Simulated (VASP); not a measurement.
# MgO (NiAs type) (P6_3/mmc) in VASP: a series of runs, part 2 of 2

VASP 6.6.1. Earlier steps stand in the parts before.

## Step 4: Single point, PBE

This run uses another cell than the first one, of 8.58 Å³/atom, 1.133 times its volume.

File INCAR:

```
SYSTEM = MgO
PREC = Accurate
ENCUT = 520
EDIFF = 1E-6
ISMEAR = -1
SIGMA = 0.08
LREAL = .False.
LASPH = .True.
NELM = 100
ALGO = Normal
ISIF = 2
LWAVE = .False.
LCHARG = .True.
GGA = PE
LELF = .True.
LVHAR = .True.
NBANDS = 16
```

File KPOINTS:

```
Automatic mesh
0
Gamma
  12 12 7
  0 0 0
```

File POSCAR:

```
MgO
1.0
    3.1979144443      0.0000000000      0.0000000000
   -1.5989572222      2.7694751478      0.0000000000
    0.0000000000      0.0000000000      3.8750660067
Mg O
2 2
Direct
    0.3333333333      0.6666666667     -0.0619999431
    0.6666666667      0.3333333333      0.4380000569
    0.3333333333      0.6666666667      0.4379999431
    0.6666666667      0.3333333333      0.9379999431
```

Potentials or basis: VASP PAW PBE potentials, release 64 (Mg, O).

Command:

```bash
$ cat potpaw_PBE.64/Mg/POTCAR potpaw_PBE.64/O/POTCAR > POTCAR
$ mpirun -np 1 vasp_std > vasp.out
```

OUTCAR:

```text
SYSTEM = MgO
   PREC = Accurate
   ENCUT = 520
   EDIFF = 1E-6
   ISMEAR = -1
   LREAL = .False.
   LASPH = .True.
   NELM = 100
   ISIF = 2
   GGA = PE

 ion  position               nearest neighbor table
   1  0.333  0.667  0.938-   4 1.85   4 1.85   4 1.85   3 1.94   3 1.94   2 2.68   2 2.68   2 2.68
                             2 2.68   2 2.68   2 2.68
   2  0.667  0.333  0.438-   3 1.85   3 1.85   3 1.85   4 1.94   4 1.94   1 2.68   1 2.68   1 2.68
                             1 2.68   1 2.68   1 2.68
   3  0.333  0.667  0.438-   2 1.85   2 1.85   2 1.85   1 1.94   1 1.94
   4  0.667  0.333  0.938-   1 1.85   1 1.85   1 1.85   2 1.94   2 1.94

  LATTYP: Found a hexagonal cell.
 ALAT       =     3.1979144443
 C/A-ratio  =     1.2117478670

  Lattice vectors:

 A1 = (   3.1979144443,   0.0000000000,   0.0000000000)
 A2 = (  -1.5989572222,   2.7694751478,   0.0000000000)
 A3 = (   0.0000000000,   0.0000000000,   3.8750660067)

Analysis of symmetry for initial positions (statically):
=====================================================================
 Subroutine PRICEL returns:
 Original cell was already a primitive cell.

 Routine SETGRP: Setting up the symmetry group for a
 hexagonal supercell.

 Subroutine GETGRP returns: Found 24 space group operations
 (whereof  6 operations were pure point group operations)
 out of a pool of 24 trial point group operations.

The static configuration has the point symmetry C_3v.
 The point group associated with its full space group is D_6h.

Analysis of symmetry for dynamics (positions and initial velocities):
=====================================================================
 Subroutine PRICEL returns:
 Original cell was already a primitive cell.

 Routine SETGRP: Setting up the symmetry group for a
 hexagonal supercell.

 Subroutine GETGRP returns: Found 24 space group operations
 (whereof  6 operations were pure point group operations)
 out of a pool of 24 trial point group operations.

The dynamic configuration has the point symmetry C_3v.
 The point group associated with its full space group is D_6h.

 Subroutine INISYM returns: Found 24 space group operations
 (whereof  6 operations are pure point group operations),
 and found     1 'primitive' translations

----------------------------------------------------------------------------------------

                                     Primitive cell

  volume of cell :      34.3197

  direct lattice vectors                    reciprocal lattice vectors
     3.197914444  0.000000000  0.000000000     0.312703800  0.180539623  0.000000000
    -1.598957222  2.769475148  0.000000000     0.000000000  0.361079247  0.000000000
     0.000000000  0.000000000  3.875066007     0.000000000  0.000000000  0.258060120

  length of vectors
     3.197914444  3.197914444  3.875066007     0.361079247  0.361079247  0.258060120

  position of ions in fractional coordinates (direct lattice)
     0.333333333  0.666666667  0.938000057
     0.666666667  0.333333333  0.438000057
     0.333333333  0.666666667  0.437999943
     0.666666667  0.333333333  0.937999943

  ion indices of the primitive-cell ions
   primitive index   ion index
                 1           1
                 2           2
                 3           3
                 4           4

----------------------------------------------------------------------------------------

 KPOINTS: Automatic mesh

Automatic generation of k-mesh.
 Grid dimensions read from file:
 generate k-points for:   12   12    7

 Generating k-lattice:

  Cartesian coordinates                     Fractional coordinates (reciprocal lattice)
     0.026058650  0.015044969  0.000000000     0.083333333  0.000000000  0.000000000
     0.000000000  0.030089937  0.000000000     0.000000000  0.083333333  0.000000000
     0.000000000  0.000000000  0.036865731     0.000000000  0.000000000  0.142857143

  Length of vectors
     0.030089937  0.030089937  0.036865731

  Shift w.r.t. Gamma in fractional coordinates (k-lattice)
     0.000000000  0.000000000  0.000000000

 Subroutine IBZKPT returns following result:
 ===========================================

 Found     76 irreducible k-points:

 Following reciprocal coordinates:
            Coordinates               Weight
  0.000000  0.000000  0.000000      1.000000
  0.083333  0.000000  0.000000      6.000000
  0.166667  0.000000  0.000000      6.000000
  0.250000  0.000000  0.000000      6.000000
  0.333333  0.000000  0.000000      6.000000
  0.416667  0.000000  0.000000      6.000000
[... 16 lines left out ...]
  0.250000  0.000000  0.142857     12.000000
  0.333333  0.000000  0.142857     12.000000
 [... further k-points ...]
   k-points           NKPTS =     76   k-points in BZ     NKDIM =     76   number of bands    NBANDS=     16
   number of dos      NEDOS =    301   number of ions     NIONS =      4
   total plane-waves  NPLWV =  17280
   dimension x,y,z NGX =    24 NGY =   24 NGZ =   30
   dimension x,y,z NGXF=    48 NGYF=   48 NGZF=   60
   ions per type =               2   2
   NGX,Y,Z   is equivalent  to a cutoff of  12.48, 12.48, 12.87 a.u.
   NGXF,Y,Z  is equivalent  to a cutoff of  24.95, 24.95, 25.74 a.u.
 SYSTEM =  MgO
   PREC   = accura    normal or accurate (medium, high low for compatibility)
   ISTART =      0    job   : 0-new  1-cont  2-samecut
   ICHARG =      2    charge: 1-file 2-atom 10-const
   ISPIN  =      1    spin polarized calculation?
   LNONCOLLINEAR =      F non collinear calculations
   LSORBIT =      F    spin-orbit coupling
   LASPH  =      T    aspherical Exc in radial PAW
   ENCUT  =  520.0 eV  38.22 Ry    6.18 a.u.   5.95  5.95  7.21*2*pi/ulx,y,z
   NELM   =    100;   NELMIN=  2; NELMDL= -5     # of ELM steps
   EDIFF  = 0.1E-05   stopping-criterion for ELM
   LREAL  =      F    real-space projection
   EDIFFG = 0.1E-04   stopping-criterion for IOM
   NSW    =      0    number of steps for IOM
   IBRION =     -1    ionic relax: 0-MD 1-quasi-New 2-CG
   NFREE  =      0    steps in history (QN), initial steepest desc. (CG)
   ISIF   =      2    stress and relaxation
   ISYM   =      2    0-nonsym 1-usesym 2-fastsym
   POTIM  = 0.5000    time-step for ionic-motion
   TEBEG  =    0.0;   TEEND  =   0.0 temperature during run
   PSTRESS=    0.0 pullay stress
   NELECT =      16.0000    total number of electrons
   NUPDOWN=      -1.0000    fix difference up-down
   EMIN   =  10.00;   EMAX   =-10.00  energy-range for DOS
   EFERMI =   0.00;   METHOD = LEGACY
   ISMEAR =    -1;   SIGMA  =   0.08  broadening in eV -4-tet -1-fermi 0-gaus
   EFERMI_NEDOS =   21; number of points for ismear=-14 and -15
   IALGO  =     38    algorithm
   IMIX   =      4    mixing-type and parameters
     AMIX     =   0.40;   BMIX     =  1.00
     AMIX_MAG =   1.60;   BMIX_MAG =  1.00
  volume/ion in A,a.u.               =       8.58        57.90
  Fermi-wavevector in a.u.,A,eV,Ry     =   1.269405  2.398828 21.924294  1.611390
  Thomas-Fermi vector in A             =   2.402448
   LORBIT       =      0    0 simple, 1 ext, 2 COOP (PROOUT), +10 PAW based schemes
   GGA     = PE    functional components
   LHFCALC =     F    Hartree Fock is set to
   AEXX    =    0.0000 exact exchange contribution
   IVDW    =     0    specifies the selected vdW correction
   LEPSILON=     F    determine dielectric tensor
   LRPA    =     F    only Hartree local field effects (RPA)
 non-spin polarized calculation
  energy-cutoff  :      520.00
  volume of cell :       34.32
 maximum number of plane-waves:       942
 NGX is ok and might be reduce to    24
   NGX = 11   NGY = 11   NGZ = 15

 number of electron      15.9999999 magnetization

 Free energy of the ion-electron system (eV)
  ---------------------------------------------------
  ext. energy  EPLUGINS =         0.00000000
  ---------------------------------------------------
  free energy    TOTEN  =       -21.97866626 eV

  energy without entropy =      -21.97866626  energy(sigma->0) =      -21.97866626

 E-fermi :   5.4475     XC(G=0): -11.2369

 val. band max:        3.9166256744   @ k =   0.0000   0.0000   0.0000
 cond. band min:       8.6901021951   @ k =   0.0000   0.0000   0.0000
 fundamental gap:      4.7734765206
 Fermi energy:         5.4475417907

 k-point     1 :       0.0000    0.0000    0.0000
  band No.  band energies     occupation
      1     -14.3153      2.00000
      2     -12.2006      2.00000
      3      -0.7452      2.00000
      4       1.6468      2.00000
      5       1.6468      2.00000
      6       2.6971      2.00000
[... 433 lines left out ...]
      3      -0.4749      2.00000
      4       0.5048      2.00000
      5       1.1556      2.00000
      6       1.4423      2.00000
[... 8 lines left out ...]
     15      20.4549      0.00000
     16      20.9605      0.00000

 [... further k-points ...]
[... 5 lines left out ...]
  --------------------------------------------------------------------------------------
  -------------------------------------------------------------------------------------
  Total       13.3615285     13.3615285     13.2722916     -0.0000000      0.0000000     -0.0000000
  in kB      623.7683110    623.7683110    619.6023845     -0.0000000      0.0000000     -0.0000000
  external PRESSURE =     622.3796688 kB  Pullay stress =       0.0000000 kB

 VOLUME and BASIS-vectors are now :
 -----------------------------------------------------------------------------
  energy-cutoff  :      520.00
  volume of cell :       34.32
      direct lattice vectors                 reciprocal lattice vectors
     3.197914444  0.000000000  0.000000000     0.312703800  0.180539623  0.000000000
    -1.598957222  2.769475148  0.000000000     0.000000000  0.361079247  0.000000000
     0.000000000  0.000000000  3.875066007     0.000000000  0.000000000  0.258060120

 POSITION                                       TOTAL-FORCE (eV/Angst)
 -----------------------------------------------------------------------------------
     -0.00000      1.84632      3.63481         0.000000     -0.000000     -0.000000
      1.59896      0.92316      1.69728        -0.000000      0.000000      0.000000
     -0.00000      1.84632      1.69728        -0.000000      0.000000     -0.000000
      1.59896      0.92316      3.63481         0.000000      0.000000     -0.000000
 -----------------------------------------------------------------------------------
    total drift:                                0.000000      0.000000      0.001188

  FREE ENERGIE OF THE ION-ELECTRON SYSTEM (eV)
  ---------------------------------------------------
  free  energy   TOTEN  =       -21.9786662647 eV

  energy  without entropy=      -21.9786662646  energy(sigma->0) =      -21.97866626
```

OSZICAR:

```text
N       E                     dE             d eps       ncg     rms          rms(c)
DAV:   1     0.597641492136E+02    0.59764E+02   -0.80944E+03  2448   0.923E+02
DAV:   2    -0.236746944929E+02   -0.83439E+02   -0.78430E+02  3368   0.212E+02
DAV:   3    -0.265409787449E+02   -0.28663E+01   -0.28628E+01  2768   0.387E+01
DAV:   4    -0.265510628306E+02   -0.10084E-01   -0.10084E-01  2928   0.266E+00
DAV:   5    -0.265511097273E+02   -0.46897E-04   -0.46897E-04  2752   0.169E-01    0.121E+01
DAV:   6    -0.220520750375E+02    0.44990E+01   -0.97479E+00  2512   0.260E+01    0.310E+00
DAV:   7    -0.219991773145E+02    0.52898E-01   -0.21366E-01  2552   0.355E+00    0.211E+00
DAV:   8    -0.219805575334E+02    0.18620E-01   -0.63159E-02  2640   0.279E+00    0.445E-01
DAV:   9    -0.219782219708E+02    0.23356E-02   -0.38407E-03  2944   0.578E-01    0.123E-01
DAV:  10    -0.219786610612E+02   -0.43909E-03   -0.95038E-04  2440   0.215E-01    0.404E-02
DAV:  11    -0.219786660281E+02   -0.49669E-05   -0.19025E-05  2656   0.426E-02    0.125E-02
DAV:  12    -0.219786662647E+02   -0.23665E-06   -0.38212E-06  2464   0.158E-02
   1 F= -.21978666E+02 E0= -.21978666E+02  d E =-.691233E-10
```

stdout:

```text
POSCAR found type information on POSCAR MgO
 POSCAR found :  2 types and       4 ions
 scaLAPACK will be used
 LDA part: xc-table for (Slater+PW92), standard interpolation
 POSCAR, INCAR and KPOINTS ok, starting setup
 FFT: planning ... GRIDC
 FFT: planning ... GRID_SOFT
 FFT: planning ... GRID
 WAVECAR not read
 entering main loop
```

Wall time 24 s (1 thread of Intel Xeon Platinum 8488C (Sapphire Rapids), shared host); peak memory 0.17 GiB.

Results:

* Free energy: -21.9787 eV
* Pressure: 62.2 GPa
* Band gap on the k mesh: 4.77 eV, direct

A k mesh can miss the band edges. A hybrid or GW would open this gap; PBE tends to underestimate it.

## Step 5: Relaxation of cell and atoms, PBE, target pressure 62 GPa, at which the enthalpy is minimised

This run uses another cell than the first one, of 7.51 Å³/atom, 0.991 times its volume.

File INCAR:

```
SYSTEM = MgO
  ALGO = Normal
  EDIFF = 1E-6
  EDIFFG = -0.005
  ENCUT = 600
  GGA = PE
  IBRION = 2
  ISIF = 3
  ISMEAR = -1
  LASPH = .True.
  LCHARG = .False.
  LREAL = .False.
  LWAVE = .False.
  NELM = 60
  NSW = 60
  PREC = Accurate
  PSTRESS = 620.0
  SIGMA = 0.08
```

File KPOINTS:

```
k-points
0
Gamma
  11 11 6
  0 0 0
```

File POSCAR:

```
MgO
1.0
    2.8174311344      0.0000000000      0.0000000000
   -1.4087155672      2.4399669358      0.0000000000
    0.0000000000      0.0000000000      4.3670182583
Mg O
2 2
Direct
    0.0000000000      0.0000000000      0.0000000000
    0.0000000000      0.0000000000      0.5000000000
    0.3333333333      0.6666666667      0.2500000000
    0.6666666667      0.3333333333      0.7500000000
```

Command:

```bash
$ cat potpaw_PBE.64/Mg/POTCAR potpaw_PBE.64/O/POTCAR > POTCAR
$ mpirun -np 1 vasp_std > vasp.out
```

Run time: 53 s. Hardware: 1 thread of AMD EPYC 9R45 (Zen 5), shared host; peak memory 0.15 GiB.

Results (log left out):

- Free energy: -21.8669 eV
- Relaxed volume: 7.56 Å³/atom
- Relaxed cell: a = 2.708 Å, b = 2.708 Å, c = 4.764 Å, α = 90.00°, β = 90.00°, γ = 120.00°
- Space group after relaxing (to 0.05 Å): P6_3/mmc (No. 194)
- Energy change on relaxing (the enthalpy is what falls): -175.7 meV/atom
- Ionic steps: 5
- Pressure after relaxing: 62.0 GPa
- Band gap on the k mesh: 6.75 eV, direct

Stress tensor (GPa, compression positive):
```
61.93  0.00  0.00
 0.00 61.93  0.00
 0.00  0.00 62.10
```

Step by step:
```csv
step,energy change (eV),largest force (eV/Å),pressure (GPa),volume (Å³)
1,0.0000,0.0000,67.49,30.02
2,-0.8667,0.0000,54.05,30.86
3,-0.8695,0.0000,56.61,30.69
4,-0.4563,0.0000,69.74,29.64
5,-0.7029,0.0000,61.99,30.24
```

Final structure:
```
Mg O
1.0
     2.70757    0.00000    0.00000
    -1.35378    2.34482    0.00000
     0.00000    0.00000    4.76365
Mg O
2 2
Direct
  0.00000 0.00000 0.00000
  0.00000 0.00000 0.50000
  0.33333 0.66667 0.25000
  0.66667 0.33333 0.75000
```

Levels at points of the mesh, in eV from the valence-band top:
| k point | band 6 | band 7 | band 8 | band 9 | band 10 | band 11 |
| --- | --- | --- | --- | --- | --- | --- |
| (0.00, 0.00, 0.00) | -0.72 | 0.00 | 0.00 | 6.75 | 9.84 | 13.81 |
| (0.00, 0.00, 0.50) | -0.39 | -0.39 | -0.39 | 9.23 | 9.23 | 13.32 |

Caveat: the cell is relaxed towards a set pressure, so the enthalpy falls and the energy may rise.

## Step 6: The runs side by side

```csv
task,cell,k mesh,cutoff (eV),gap on the mesh (eV),pressure (GPa)
single point,"a = 2.709, b = 2.709, c = 4.765 Å, angles 90.0, 90.0, 120.0°, 4 atoms",11 × 11 × 6,520,6.74,61.9
single point,"a = 3.198, b = 3.198, c = 3.875 Å, angles 90.0, 90.0, 120.0°, 4 atoms",12 × 12 × 7,520,4.77,62.2
relaxation of cell and atoms,"relaxed to 62 GPa from a = 2.817, b = 2.817, c = 4.367 Å, angles 90.0, 90.0, 120.0°, 4 atoms",11 × 11 × 6,600,6.75,62.0
```

Alike in all rows: level PBE; potentials or basis VASP PAW PBE potentials, release 64 (Mg, O); no spin polarisation; smearing fermi-dirac 0.08 eV.

Caveats: the cell is relaxed towards a set pressure, so the enthalpy falls and the energy may rise (some runs).

Absolute energies hang on the potentials; compare differences alone.
